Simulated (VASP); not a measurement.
# HfSi3 (Pm-3m) in VASP: a series of runs, part 2 of 3

VASP 6.6.1. The steps go on from the part before.

### Step 3. Single point, PBEsol

File INCAR:

```
PREC     = Accurate       # precision mode
ENCUT    = 520            # plane-wave cutoff, eV
EDIFF    = 1E-6           # SCF threshold, eV
ISMEAR   = 0              # smearing method
SIGMA    = 0.05           # smearing width, eV
LREAL    = F              # projectors in reciprocal space
LASPH    = T              # aspherical terms in the spheres
NELM     = 100            # most SCF steps
ALGO     = Normal         # electronic algorithm
ISIF     = 2              # what is computed and relaxed
LWAVE    = F              # write WAVECAR
LCHARG   = F              # write CHGCAR
GGA      = PS             # functional
NBANDS   = 19             # bands
```

File KPOINTS:

```
regular mesh
0
Gamma
  8 8 8
```

File POSCAR:

```
HfSi3
1.0
    3.9300057715      0.0000000000      0.0000000000
    0.0000000000      3.9300057715      0.0000000000
    0.0000000000      0.0000000000      3.9300057715
Hf Si
1 3
Direct
    0.0000000000      0.0000000000      0.0000000000
    0.0000000000      0.5000000000      0.5000000000
    0.5000000000      0.5000000000      0.0000000000
    0.5000000000      0.0000000000      0.5000000000
```

Potentials or basis: VASP PAW PBE potentials, release 64 (Hf_pv, Si).

Command:

```bash
$ cat potpaw_PBE.64/Hf_pv/POTCAR potpaw_PBE.64/Si/POTCAR > POTCAR
$ mpirun -np 1 vasp_std > vasp.out
```

OUTCAR:

```text
PREC = Accurate
   ENCUT = 520
   EDIFF = 1E-6
   ISMEAR = 0
   LREAL = F
   LASPH = T
   NELM = 100
   ISIF = 2
   GGA = PS

 ion  position               nearest neighbor table
   1  0.000  0.000  0.000-   2 2.78   3 2.78   4 2.78   2 2.78   4 2.78   2 2.78   3 2.78   2 2.78
                             3 2.78   4 2.78   4 2.78   3 2.78
   2  0.000  0.500  0.500-   1 2.78   3 2.78   4 2.78   1 2.78   3 2.78   1 2.78   4 2.78   1 2.78
                             3 2.78   4 2.78   3 2.78   4 2.78
   3  0.500  0.500  0.000-   1 2.78   2 2.78   4 2.78   2 2.78   4 2.78   1 2.78   4 2.78   4 2.78
                             1 2.78   2 2.78   2 2.78   1 2.78
   4  0.500  0.000  0.500-   1 2.78   2 2.78   3 2.78   1 2.78   3 2.78   2 2.78   3 2.78   3 2.78
                             1 2.78   2 2.78   1 2.78   2 2.78

  LATTYP: Found a simple cubic cell.
 ALAT       =     3.9300057715

  Lattice vectors:

 A1 = (   3.9300057715,   0.0000000000,   0.0000000000)
 A2 = (   0.0000000000,   3.9300057715,   0.0000000000)
 A3 = (   0.0000000000,   0.0000000000,   3.9300057715)

Analysis of symmetry for initial positions (statically):
=====================================================================
 Subroutine PRICEL returns:
 Original cell was already a primitive cell.

 Routine SETGRP: Setting up the symmetry group for a
 simple cubic supercell.

 Subroutine GETGRP returns: Found 48 space group operations
 (whereof 48 operations were pure point group operations)
 out of a pool of 48 trial point group operations.

The static configuration has the point symmetry O_h .

Analysis of symmetry for dynamics (positions and initial velocities):
=====================================================================
 Subroutine PRICEL returns:
 Original cell was already a primitive cell.

 Routine SETGRP: Setting up the symmetry group for a
 simple cubic supercell.

 Subroutine GETGRP returns: Found 48 space group operations
 (whereof 48 operations were pure point group operations)
 out of a pool of 48 trial point group operations.

The dynamic configuration has the point symmetry O_h .

 Subroutine INISYM returns: Found 48 space group operations
 (whereof 48 operations are pure point group operations),
 and found     1 'primitive' translations

----------------------------------------------------------------------------------------

                                     Primitive cell

  volume of cell :      60.6987

  direct lattice vectors                    reciprocal lattice vectors
     3.930005771  0.000000000  0.000000000     0.254452553  0.000000000  0.000000000
     0.000000000  3.930005771  0.000000000     0.000000000  0.254452553  0.000000000
     0.000000000  0.000000000  3.930005771     0.000000000  0.000000000  0.254452553

  length of vectors
     3.930005771  3.930005771  3.930005771     0.254452553  0.254452553  0.254452553

  position of ions in fractional coordinates (direct lattice)
     0.000000000  0.000000000  0.000000000
     0.000000000  0.500000000  0.500000000
     0.500000000  0.500000000  0.000000000
     0.500000000  0.000000000  0.500000000

  ion indices of the primitive-cell ions
   primitive index   ion index
                 1           1
                 2           2
                 3           3
                 4           4

----------------------------------------------------------------------------------------

 KPOINTS: regular mesh

Automatic generation of k-mesh.
 Grid dimensions read from file:
 generate k-points for:    8    8    8

 Generating k-lattice:

  Cartesian coordinates                     Fractional coordinates (reciprocal lattice)
     0.031806569  0.000000000  0.000000000     0.125000000  0.000000000  0.000000000
     0.000000000  0.031806569  0.000000000     0.000000000  0.125000000  0.000000000
     0.000000000  0.000000000  0.031806569     0.000000000  0.000000000  0.125000000

  Length of vectors
     0.031806569  0.031806569  0.031806569

  Shift w.r.t. Gamma in fractional coordinates (k-lattice)
     0.000000000  0.000000000  0.000000000

 Subroutine IBZKPT returns following result:
 ===========================================

 Found     35 irreducible k-points:

 Following reciprocal coordinates:
            Coordinates               Weight
  0.000000  0.000000  0.000000      1.000000
  0.125000  0.000000  0.000000      6.000000
  0.250000  0.000000  0.000000      6.000000
  0.375000  0.000000  0.000000      6.000000
  0.500000  0.000000  0.000000      3.000000
  0.125000  0.125000  0.000000     12.000000
[... 16 lines left out ...]
  0.375000  0.375000  0.125000     24.000000
  0.500000  0.375000  0.125000     24.000000
 [... further k-points ...]
   k-points           NKPTS =     35   k-points in BZ     NKDIM =     35   number of bands    NBANDS=     19
   number of dos      NEDOS =    301   number of ions     NIONS =      4
   total plane-waves  NPLWV =  27000
   dimension x,y,z NGX =    30 NGY =   30 NGZ =   30
   dimension x,y,z NGXF=    60 NGYF=   60 NGZF=   60
   ions per type =               1   3
   NGX,Y,Z   is equivalent  to a cutoff of  12.69, 12.69, 12.69 a.u.
   NGXF,Y,Z  is equivalent  to a cutoff of  25.38, 25.38, 25.38 a.u.
 SYSTEM =  unknown system
   PREC   = accura    normal or accurate (medium, high low for compatibility)
   ISTART =      0    job   : 0-new  1-cont  2-samecut
   ICHARG =      2    charge: 1-file 2-atom 10-const
   ISPIN  =      1    spin polarized calculation?
   LNONCOLLINEAR =      F non collinear calculations
   LSORBIT =      F    spin-orbit coupling
   LASPH  =      T    aspherical Exc in radial PAW
   ENCUT  =  520.0 eV  38.22 Ry    6.18 a.u.   7.31  7.31  7.31*2*pi/ulx,y,z
   NELM   =    100;   NELMIN=  2; NELMDL= -5     # of ELM steps
   EDIFF  = 0.1E-05   stopping-criterion for ELM
   LREAL  =      F    real-space projection
   EDIFFG = 0.1E-04   stopping-criterion for IOM
   NSW    =      0    number of steps for IOM
   IBRION =     -1    ionic relax: 0-MD 1-quasi-New 2-CG
   NFREE  =      0    steps in history (QN), initial steepest desc. (CG)
   ISIF   =      2    stress and relaxation
   ISYM   =      2    0-nonsym 1-usesym 2-fastsym
   POTIM  = 0.5000    time-step for ionic-motion
   TEBEG  =    0.0;   TEEND  =   0.0 temperature during run
   PSTRESS=    0.0 pullay stress
   NELECT =      22.0000    total number of electrons
   NUPDOWN=      -1.0000    fix difference up-down
   EMIN   =  10.00;   EMAX   =-10.00  energy-range for DOS
   EFERMI =   0.00;   METHOD = LEGACY
   ISMEAR =     0;   SIGMA  =   0.05  broadening in eV -4-tet -1-fermi 0-gaus
   EFERMI_NEDOS =   21; number of points for ismear=-14 and -15
   IALGO  =     38    algorithm
   IMIX   =      4    mixing-type and parameters
     AMIX     =   0.40;   BMIX     =  1.00
     AMIX_MAG =   1.60;   BMIX_MAG =  1.00
  volume/ion in A,a.u.               =      15.17       102.40
  Fermi-wavevector in a.u.,A,eV,Ry     =   1.167228  2.205742 18.536881  1.362422
  Thomas-Fermi vector in A             =   2.303731
   LORBIT       =      0    0 simple, 1 ext, 2 COOP (PROOUT), +10 PAW based schemes
   GGA     = PS    functional components
   LHFCALC =     F    Hartree Fock is set to
   AEXX    =    0.0000 exact exchange contribution
   IVDW    =     0    specifies the selected vdW correction
   LEPSILON=     F    determine dielectric tensor
   LRPA    =     F    only Hartree local field effects (RPA)
 non-spin polarized calculation
 Gauss-broadening in eV      SIGMA  =   0.05
  energy-cutoff  :      520.00
  volume of cell :       60.70
 maximum number of plane-waves:      1666
 NGX is ok and might be reduce to    30

 number of electron      21.9999996 magnetization

 Free energy of the ion-electron system (eV)
  ---------------------------------------------------
  ext. energy  EPLUGINS =         0.00000000
  ---------------------------------------------------
  free energy    TOTEN  =       -28.42553701 eV

  energy without entropy =      -28.42222215  energy(sigma->0) =      -28.42387958

 E-fermi :   9.5277     XC(G=0): -11.6384

 val. band max:        9.4709713594   @ k =   0.1250   0.0000   0.0000
 cond. band min:       9.5281044170   @ k =   0.3750   0.3750   0.0000
 fundamental gap:      0.0571330575
 Fermi energy:         9.5277404020

 k-point     1 :       0.0000    0.0000    0.0000
  band No.  band energies     occupation
      1     -21.6413      2.00000
      2     -21.6413      2.00000
      3     -21.6413      2.00000
      4      -4.1349      2.00000
      5       3.4324      2.00000
      6       3.4324      2.00000
[... 505 lines left out ...]
      6       1.3246      2.00000
[... 11 lines left out ...]
     18      15.1970      0.00000
     19      16.5939      0.00000

 [... further k-points ...]
[... 5 lines left out ...]
  --------------------------------------------------------------------------------------
  -------------------------------------------------------------------------------------
  Total        0.0248167      0.0248167      0.0248167      0.0000000     -0.0000000      0.0000000
  in kB        0.6550505      0.6550505      0.6550505      0.0000000     -0.0000000      0.0000000
  external PRESSURE =       0.6550505 kB  Pullay stress =       0.0000000 kB

 VOLUME and BASIS-vectors are now :
 -----------------------------------------------------------------------------
  energy-cutoff  :      520.00
  volume of cell :       60.70
      direct lattice vectors                 reciprocal lattice vectors
     3.930005771  0.000000000  0.000000000     0.254452553  0.000000000  0.000000000
     0.000000000  3.930005771  0.000000000     0.000000000  0.254452553  0.000000000
     0.000000000  0.000000000  3.930005771     0.000000000  0.000000000  0.254452553

 POSITION                                       TOTAL-FORCE (eV/Angst)
 -----------------------------------------------------------------------------------
      0.00000      0.00000      0.00000         0.000000      0.000000      0.000000
      0.00000      1.96500      1.96500         0.000000      0.000000      0.000000
      1.96500      1.96500      0.00000         0.000000      0.000000      0.000000
      1.96500      0.00000      1.96500         0.000000      0.000000      0.000000
 -----------------------------------------------------------------------------------
    total drift:                               -0.000000     -0.000000      0.000000

  FREE ENERGIE OF THE ION-ELECTRON SYSTEM (eV)
  ---------------------------------------------------
  free  energy   TOTEN  =       -28.4255370056 eV

  energy  without entropy=      -28.4222221535  energy(sigma->0) =      -28.42387958
```

It took 25 s on 1 thread of Intel Xeon Platinum 8488C (Sapphire Rapids), shared host; peak memory 0.18 GiB.

Results:

```yaml
Free_energy: -28.4255 eV
Pressure: 0.1 GPa
Band_gap_on_the_k_mesh: zero (band 11 reaches 10.39 eV, above the bottom of band 12 at 8.41 eV)
```

Caveat: the PAW data sets were made with another functional, which shifts forces and pressure a little; spin-orbit coupling is left out, which moves the levels of the heavy elements.

### Step 4. Single point, PBEsol

This run uses another cell than the first one, of 15.50 Å³/atom, 1.021 times its volume.

File INCAR:

```
ALGO = Normal ; EDIFF = 1E-6
ENCUT = 520 ; GGA = PS
ISIF = 2 ; ISMEAR = 0
LASPH = True ; LCHARG = False
LREAL = False ; LWAVE = False
NBANDS = 19 ; NELM = 80
PREC = Accurate ; SIGMA = 0.05
```

File KPOINTS:

```
k-points
0
Gamma
  8 8 8
```

File POSCAR:

```
HfSi3
1.0
    3.9575171125      0.0000000000      0.0000000000
    0.0000000000      3.9575171125      0.0000000000
    0.0000000000      0.0000000000      3.9575171125
Hf Si
1 3
Direct
    0.0000000000      0.0000000000      0.0000000000
    0.0000000000      0.5000000000      0.5000000000
    0.5000000000      0.5000000000      0.0000000000
    0.5000000000      0.0000000000      0.5000000000
```

Command:

```bash
$ cat potpaw_PBE.64/Hf_pv/POTCAR potpaw_PBE.64/Si/POTCAR > POTCAR
$ mpirun -np 1 vasp_std > vasp.out
```

Wall time 26 s (1 thread of Intel Xeon Platinum 8488C (Sapphire Rapids), shared host); peak memory 0.19 GiB.

The run converged. Its results:

| Quantity | Value |
| --- | --- |
| Free energy | -28.4158 eV |
| Pressure | -2.5 GPa |
| Band gap on the k mesh | zero (band 11 reaches 10.12 eV, above the bottom of band 12 at 8.18 eV) |

Levels at points of the mesh, in eV from the Fermi level:
| k point | band 7 | band 8 | band 9 | band 10 | band 11 | band 12 | band 13 | band 14 | band 15 | band 16 |
| --- | --- | --- | --- | --- | --- | --- | --- | --- | --- | --- |
| (0.00, 0.00, 0.00) | -4.23 | -4.23 | -4.23 | -0.24 | -0.08 | -0.08 | -0.08 | 2.17 | 2.17 | 2.17 |
| (0.50, 0.00, 0.00) | -4.42 | -4.00 | -3.56 | -1.12 | -1.12 | -0.28 | 0.31 | 0.46 | 2.87 | 2.87 |
| (0.50, 0.50, 0.00) | -7.14 | -3.10 | -3.10 | -1.15 | -0.98 | 0.73 | 0.73 | 0.89 | 1.67 | 4.18 |
| (0.50, 0.50, 0.50) | -6.93 | -5.06 | -5.06 | -5.06 | -1.04 | 2.15 | 2.15 | 4.02 | 4.02 | 4.02 |

Caveat: the PAW data sets were made with another functional, which shifts forces and pressure a little; spin-orbit coupling is left out, which moves the levels of the heavy elements.

### Step 5. Single point, PBEsol

File INCAR:

```
SYSTEM = HfSi3
  ALGO = Normal
  EDIFF = 1E-6
  ENCUT = 520
  GGA = PS
  ISIF = 2
  ISMEAR = 0
  LASPH = .TRUE.
  LCHARG = .FALSE.
  LREAL = .FALSE.
  LWAVE = .FALSE.
  NBANDS = 19
  NELM = 60
  PREC = Accurate
  SIGMA = 0.05
```

File KPOINTS:

```
k-points
0
G
  8 8 8
  0 0 0
```

File POSCAR:

```
HfSi3
1.0
    3.9560330583      0.0000000000      0.0000000000
    0.0000000000      3.9560330583      0.0000000000
    0.0000000000      0.0000000000      3.9560330583
Hf Si
1 3
Direct
    0.0000000000      0.0000000000      0.0000000000
    0.0000000000      0.5000000000      0.5000000000
    0.5000000000      0.5000000000      0.0000000000
    0.5000000000      0.0000000000      0.5000000000
```

Command:

```bash
$ cat potpaw_PBE.64/Hf_pv/POTCAR potpaw_PBE.64/Si/POTCAR > POTCAR
$ mpirun -np 1 vasp_std > vasp.out
```

It took 28 s on 1 thread of Intel Xeon Platinum 8488C (Sapphire Rapids), shared host; peak memory 0.19 GiB.

It converged, with:

```yaml
Free_energy: -28.4168 eV
Pressure: -2.3 GPa
Band_gap_on_the_k_mesh: zero (band 11 reaches 10.14 eV, above the bottom of band 12 at 8.20 eV)
```

Levels at points of the mesh, in eV from the Fermi level:
```tsv
k point	band 7	band 8	band 9	band 10	band 11	band 12	band 13	band 14	band 15	band 16
(0.00, 0.00, 0.00)	-4.23	-4.23	-4.23	-0.24	-0.08	-0.08	-0.08	2.17	2.17	2.17
(0.50, 0.00, 0.00)	-4.43	-4.01	-3.56	-1.12	-1.12	-0.28	0.31	0.46	2.87	2.87
(0.50, 0.50, 0.00)	-7.15	-3.10	-3.10	-1.15	-0.98	0.73	0.73	0.89	1.67	4.19
(0.50, 0.50, 0.50)	-6.94	-5.06	-5.06	-5.06	-1.04	2.15	2.15	4.03	4.03	4.03
```

Caveat: the PAW data sets were made with another functional, which shifts forces and pressure a little; spin-orbit coupling is left out, which moves the levels of the heavy elements.

(Part 2 of 3 ends here.)
